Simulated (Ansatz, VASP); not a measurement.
**Ru in VASP and in Ansatz**

```
Ru
1.0
     2.72546    0.00000    0.00000
    -1.36273    2.36032    0.00000
     0.00000    0.00000    4.25238
Ru
2
Direct
  0.34336 0.68672 0.25000
  0.65664 0.31328 0.75000
```

Change from the starting cell: mode 5 frozen in at +0.047 Å, equal normal strain along x and y +0.0133.

Alike in both runs: task single point; functional PBEsol; k mesh 18 × 18 × 10; occupations gaussian, width 0.15 eV; no spin polarisation.

|  | VASP | Ansatz |
| --- | --- | --- |
| version | VASP 6.6.1 | Ansatz 0.2.0 |
| potentials or method | VASP PAW PBE potentials, release 64 (Ru_pv), cutoff 520 eV | scalar-relativistic, plane waves, PAW |
| valence electrons in the cell | 28 | 32 |

```tsv
	VASP	Ansatz	Ansatz less VASP
gap on the k mesh at the Fermi level (eV)	none	none	-
pressure (GPa)	-8.0	-7.9	+0.10
traceless stress, the component that is largest in VASP (GPa)	3.85	3.85	0.000
rms of the force components (eV/Å)	0.378	0.378	+0.0002
```

VASP's potentials were made for PBE, not for PBEsol, and Ansatz warns of the same on its side. Atom by atom the forces differ by 0.000 eV/Å (rms over components). A gap of «none» marks a metal or a gap that the smearing closes. VASP's potentials hold 28 valence electrons a cell and Ansatz's 32, so a difference there can come from the potentials and not from the codes.
